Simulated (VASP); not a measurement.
# Sb2N (P4/mmm) in VASP: relaxation of cell and atoms with PBE

Aim: the relaxation of cell and atoms of Sb2N with PBE.

Program: VASP 6.6.1. These are calculated values, not measurements. Logs are shortened: lines on timing, memory, paths and dates and some standing lists are left out, and cuts for length are marked.

## 1. The cell of the first run

Symmetry: P4/mmm, No. 123, tetragonal system. The conventional cell has a = 3.450 Å, b = 3.450 Å, c = 4.950 Å, α = 90.00°, β = 90.00°, γ = 90.00°. Within 3.2 Å of Sb (site symmetry 4/mmm) lie 4 N at 2.44 Å. Sb (site symmetry 4/mmm) has 2 N at 2.47 Å within 3.3 Å. Within 3.2 Å of N (site symmetry 4/mmm) lie 6 Sb at 2.44 to 2.47 Å.

The cell was generated, and may not be a known phase.

## 2. Relaxation of cell and atoms, PBE

INCAR

```
SYSTEM = Sb2N
PREC = Accurate
ENCUT = 600
EDIFF = 1E-7
ISMEAR = 0
SIGMA = 0.1
LREAL = .FALSE.
LASPH = .TRUE.
NELM = 60
ALGO = Normal
ISIF = 3
LWAVE = .FALSE.
LCHARG = .FALSE.
GGA = PE
IBRION = 2
NSW = 100
EDIFFG = -0.01
```

KPOINTS

```
regular mesh
0
G
  14 14 10
  0 0 0
```

POSCAR

```
Sb2N
1.0
    3.4503588397      0.0000000000      0.0000000000
    0.0000000000      3.4503588397      0.0000000000
    0.0000000000      0.0000000000      4.9496435504
Sb N
2 1
Direct
    0.5000000000      0.5000000000      0.5000000000
    0.0000000000      0.0000000000      0.0000000000
    0.0000000000      0.0000000000      0.5000000000
```

Potentials or basis: VASP PAW PBE potentials, release 64 (Sb, N).

Started as:

```
$ cat potpaw_PBE.64/Sb/POTCAR potpaw_PBE.64/N/POTCAR > POTCAR
$ mpirun -np 1 vasp_std > vasp.out
```

OUTCAR:

```text
SYSTEM = Sb2N
   PREC = Accurate
   ENCUT = 600
   EDIFF = 1E-7
   ISMEAR = 0
   LREAL = .FALSE.
   LASPH = .TRUE.
   NELM = 60
   ISIF = 3
   GGA = PE
   IBRION = 2
   NSW = 100
   EDIFFG = -0.01

 ion  position               nearest neighbor table
   1  0.500  0.500  0.500-   3 2.44   3 2.44   3 2.44   3 2.44   2 3.48   2 3.48   2 3.48   2 3.48
                             2 3.48   2 3.48   2 3.48   2 3.48
   2  0.000  0.000  0.000-   3 2.47   3 2.47   1 3.48   1 3.48   1 3.48   1 3.48   1 3.48   1 3.48
                             1 3.48   1 3.48
   3  0.000  0.000  0.500-   1 2.44   1 2.44   1 2.44   1 2.44   2 2.47   2 2.47

  LATTYP: Found a simple tetragonal cell.
 ALAT       =     3.4503588397
 C/A-ratio  =     1.4345300823

  Lattice vectors:

 A1 = (   3.4503588397,   0.0000000000,   0.0000000000)
 A2 = (   0.0000000000,   3.4503588397,   0.0000000000)
 A3 = (   0.0000000000,   0.0000000000,   4.9496435504)

Analysis of symmetry for initial positions (statically):
=====================================================================
 Subroutine PRICEL returns:
 Original cell was already a primitive cell.

 Routine SETGRP: Setting up the symmetry group for a
 simple tetragonal supercell.

 Subroutine GETGRP returns: Found 16 space group operations
 (whereof 16 operations were pure point group operations)
 out of a pool of 16 trial point group operations.

The static configuration has the point symmetry D_4h.

Analysis of symmetry for dynamics (positions and initial velocities):
=====================================================================
 Subroutine PRICEL returns:
 Original cell was already a primitive cell.

 Routine SETGRP: Setting up the symmetry group for a
 simple tetragonal supercell.

 Subroutine GETGRP returns: Found 16 space group operations
 (whereof 16 operations were pure point group operations)
 out of a pool of 16 trial point group operations.

The dynamic configuration has the point symmetry D_4h.

 Subroutine INISYM returns: Found 16 space group operations
 (whereof 16 operations are pure point group operations),
 and found     1 'primitive' translations

----------------------------------------------------------------------------------------

                                     Primitive cell

  volume of cell :      58.9254

  direct lattice vectors                    reciprocal lattice vectors
     3.450358840  0.000000000  0.000000000     0.289824927  0.000000000  0.000000000
     0.000000000  3.450358840  0.000000000     0.000000000  0.289824927  0.000000000
     0.000000000  0.000000000  4.949643550     0.000000000  0.000000000  0.202034751

  length of vectors
     3.450358840  3.450358840  4.949643550     0.289824927  0.289824927  0.202034751

  position of ions in fractional coordinates (direct lattice)
     0.500000000  0.500000000  0.500000000
     0.000000000  0.000000000  0.000000000
     0.000000000  0.000000000  0.500000000

  ion indices of the primitive-cell ions
   primitive index   ion index
                 1           1
                 2           2
                 3           3

----------------------------------------------------------------------------------------

 KPOINTS: regular mesh

Automatic generation of k-mesh.
 Grid dimensions read from file:
 generate k-points for:   14   14   10

 Generating k-lattice:

  Cartesian coordinates                     Fractional coordinates (reciprocal lattice)
     0.020701781  0.000000000  0.000000000     0.071428571  0.000000000  0.000000000
     0.000000000  0.020701781  0.000000000     0.000000000  0.071428571  0.000000000
     0.000000000  0.000000000  0.020203475     0.000000000  0.000000000  0.100000000

  Length of vectors
     0.020701781  0.020701781  0.020203475

  Shift w.r.t. Gamma in fractional coordinates (k-lattice)
     0.000000000  0.000000000  0.000000000

 Subroutine IBZKPT returns following result:
 ===========================================

 Found    216 irreducible k-points:

 Following reciprocal coordinates:
            Coordinates               Weight
  0.000000  0.000000  0.000000      1.000000
  0.071429  0.000000  0.000000      4.000000
  0.142857  0.000000  0.000000      4.000000
  0.214286  0.000000  0.000000      4.000000
  0.285714  0.000000  0.000000      4.000000
  0.357143  0.000000  0.000000      4.000000
[... 16 lines left out ...]
  0.285714  0.214286  0.000000      8.000000
  0.357143  0.214286  0.000000      8.000000
 [... further k-points ...]
   k-points           NKPTS =    216   k-points in BZ     NKDIM =    216   number of bands    NBANDS=     11
   number of dos      NEDOS =    301   number of ions     NIONS =      3
   total plane-waves  NPLWV =  31360
   dimension x,y,z NGX =    28 NGY =   28 NGZ =   40
   dimension x,y,z NGXF=    56 NGYF=   56 NGZF=   80
   ions per type =               2   1
   NGX,Y,Z   is equivalent  to a cutoff of  13.49, 13.49, 13.43 a.u.
   NGXF,Y,Z  is equivalent  to a cutoff of  26.98, 26.98, 26.87 a.u.
 SYSTEM =  Sb2N
   PREC   = accura    normal or accurate (medium, high low for compatibility)
   ISTART =      0    job   : 0-new  1-cont  2-samecut
   ICHARG =      2    charge: 1-file 2-atom 10-const
   ISPIN  =      1    spin polarized calculation?
   LNONCOLLINEAR =      F non collinear calculations
   LSORBIT =      F    spin-orbit coupling
   LASPH  =      T    aspherical Exc in radial PAW
   ENCUT  =  600.0 eV  44.10 Ry    6.64 a.u.   6.89  6.89  9.89*2*pi/ulx,y,z
   NELM   =     60;   NELMIN=  2; NELMDL= -5     # of ELM steps
   EDIFF  = 0.1E-06   stopping-criterion for ELM
   LREAL  =      F    real-space projection
   EDIFFG = -.1E-01   stopping-criterion for IOM
   NSW    =    100    number of steps for IOM
   IBRION =      2    ionic relax: 0-MD 1-quasi-New 2-CG
   NFREE  =      1    steps in history (QN), initial steepest desc. (CG)
   ISIF   =      3    stress and relaxation
   ISYM   =      2    0-nonsym 1-usesym 2-fastsym
   POTIM  = 0.5000    time-step for ionic-motion
   TEBEG  =    0.0;   TEEND  =   0.0 temperature during run
   PSTRESS=    0.0 pullay stress
   NELECT =      15.0000    total number of electrons
   NUPDOWN=      -1.0000    fix difference up-down
   EMIN   =  10.00;   EMAX   =-10.00  energy-range for DOS
   EFERMI =   0.00;   METHOD = LEGACY
   ISMEAR =     0;   SIGMA  =   0.10  broadening in eV -4-tet -1-fermi 0-gaus
   EFERMI_NEDOS =   21; number of points for ismear=-14 and -15
   IALGO  =     38    algorithm
   IMIX   =      4    mixing-type and parameters
     AMIX     =   0.40;   BMIX     =  1.00
     AMIX_MAG =   1.60;   BMIX_MAG =  1.00
  volume/ion in A,a.u.               =      19.64       132.55
  Fermi-wavevector in a.u.,A,eV,Ry     =   1.037539  1.960664 14.646497  1.076487
  Thomas-Fermi vector in A             =   2.171981
   LORBIT       =      0    0 simple, 1 ext, 2 COOP (PROOUT), +10 PAW based schemes
   GGA     = PE    functional components
   LHFCALC =     F    Hartree Fock is set to
   AEXX    =    0.0000 exact exchange contribution
   IVDW    =     0    specifies the selected vdW correction
   LEPSILON=     F    determine dielectric tensor
   LRPA    =     F    only Hartree local field effects (RPA)
 conjugate gradient relaxation of ions
 non-spin polarized calculation
 Gauss-broadening in eV      SIGMA  =   0.10
  energy-cutoff  :      600.00
  volume of cell :       58.93
 maximum number of plane-waves:      1984
 NGX is ok and might be reduce to    28
   NGX = 13   NGY = 13   NGZ = 19

--------------------------------------- Ionic step        1  -------------------------------------------

 number of electron      15.0000001 magnetization

 Free energy of the ion-electron system (eV)
  ---------------------------------------------------
  ext. energy  EPLUGINS =         0.00000000
  ---------------------------------------------------
  free energy    TOTEN  =       -14.46244843 eV

  energy without entropy =      -14.45631564  energy(sigma->0) =      -14.45938203

------------------------ aborting loop because EDIFF is reached ----------------------------------------

  FORCE on cell =-STRESS in cart. coord.  units (eV):
  Direction    XX          YY          ZZ          XY          YZ          ZX
  --------------------------------------------------------------------------------------
  -------------------------------------------------------------------------------------
  Total       -0.1132094     -0.1132094     -0.0893357      0.0000000      0.0000000     -0.0000000
  in kB       -3.0781557     -3.0781557     -2.4290328      0.0000000      0.0000000     -0.0000000
  external PRESSURE =      -2.8617814 kB  Pullay stress =       0.0000000 kB
[... 59 lines left out ...]
  energy  without entropy=      -14.4564238898  energy(sigma->0) =      -14.45948502

--------------------------------------- Ionic step        3  -------------------------------------------

 number of electron      15.0000001 magnetization

 Free energy of the ion-electron system (eV)
  ---------------------------------------------------
  ext. energy  EPLUGINS =         0.00000000
  ---------------------------------------------------
  free energy    TOTEN  =       -14.46261462 eV

  energy without entropy =      -14.45648912  energy(sigma->0) =      -14.45955187

 E-fermi :   8.6419     XC(G=0): -10.6104

 val. band max:        8.5967520295   @ k =   0.4286   0.4286   0.1000
 cond. band min:       8.6424530366   @ k =   0.2143   0.1429   0.4000
 fundamental gap:      0.0457010070
 Fermi energy:         8.6418698218

 k-point     1 :       0.0000    0.0000    0.0000
  band No.  band energies     occupation
      1      -7.4312      2.00000
      2      -0.9518      2.00000
      3       1.9197      2.00000
      4       2.2033      2.00000
      5       4.7223      2.00000
      6       4.7223      2.00000
      7       9.5142      0.00000
      8      11.1147      0.00000
      9      11.1147      0.00000
     10      12.8400      0.00000
     11      14.8420      0.00000
[... 309 lines left out ...]
 k-point    24 :       0.3571    0.2143    0.0000
  band No.  band energies     occupation
      1      -6.1852      2.00000
      2      -0.9934      2.00000
      3       0.6443      2.00000
      4       3.3490      2.00000
      5       3.3675      2.00000
      6       6.8245      2.00000
      7       6.9067      2.00000
      8       7.9426      2.00000
      9       9.4096      0.00000
     10      11.1093      0.00000
     11      13.3472      0.00000

 [... further k-points ...]

------------------------ aborting loop because EDIFF is reached ----------------------------------------

  FORCE on cell =-STRESS in cart. coord.  units (eV):
  Direction    XX          YY          ZZ          XY          YZ          ZX
  --------------------------------------------------------------------------------------
  -------------------------------------------------------------------------------------
  Total       -0.0019776     -0.0019776      0.0062632      0.0000000      0.0000000      0.0000000
  in kB       -0.0539392     -0.0539392      0.1708255      0.0000000      0.0000000      0.0000000
  external PRESSURE =       0.0209824 kB  Pullay stress =       0.0000000 kB
[... 18 lines left out ...]
  FREE ENERGIE OF THE ION-ELECTRON SYSTEM (eV)
  ---------------------------------------------------
  free  energy   TOTEN  =       -14.4626146153 eV

  energy  without entropy=      -14.4564891227  energy(sigma->0) =      -14.45955187

 reached required accuracy - stopping structural energy minimisation
```

It took 3.4 min on 1 thread of Intel Xeon 6975P-C (Granite Rapids), shared host; peak memory 0.32 GiB.

Results:

```
Free energy                           : -14.4626 eV
Relaxed volume                        : 19.58 Å³/atom
Relaxed cell                          : a = 3.447 Å, b = 3.447 Å, c = 4.945 Å, α = 90.00°, β = 90.00°, γ = 90.00°
Space group after relaxing (to 0.1 Å) : P4/mmm (No. 123)
Energy gained by relaxing             : 0.1 meV/atom
Ionic steps                           : 3
Pressure after relaxing               : 0.0 GPa
Band gap on the k mesh                : zero (an odd number of electrons rules out a gap without spin polarisation)
```

The path:
```
step  energy change (eV)  largest force (eV/Å)  pressure (GPa)  volume (Å³)
   1              0.0000                0.0000           -0.29        58.93
   2             -0.0001                0.0000            0.19        58.63
   3             -0.0002                0.0000            0.00        58.74
```

Final structure:
```
Sb N
1.0
     3.44652    0.00000    0.00000
     0.00000    3.44652    0.00000
     0.00000    0.00000    4.94529
Sb N
2 1
Direct
  0.50000 0.50000 0.50000
  0.00000 0.00000 0.00000
  0.00000 0.00000 0.50000
```

Levels at points of the mesh, in eV from the Fermi level:
```csv
k point,band 5,band 6,band 7,band 8,band 9,band 10
"(0.00, 0.00, 0.00)",-3.92,-3.92,0.87,2.47,2.47,4.20
"(0.50, 0.00, 0.00)",-2.97,-2.44,-1.59,0.33,0.48,2.47
"(0.50, 0.50, 0.00)",-6.66,-4.58,-1.69,-1.69,0.16,3.91
"(0.00, 0.00, 0.50)",-3.72,-1.82,0.48,0.74,1.77,1.77
"(0.50, 0.00, 0.50)",-2.27,-1.04,-0.69,0.42,2.39,2.63
"(0.50, 0.50, 0.50)",-6.49,-3.04,-3.04,-1.37,-0.46,2.32
```

Caveat: spin-orbit coupling is left out, which moves the levels of the heavy elements; an odd number of electrons without spin polarisation forces a metal; a magnetic or distorted state may lie lower.

The gap in the log of VASP goes by the Fermi energy; the results here count the filled bands.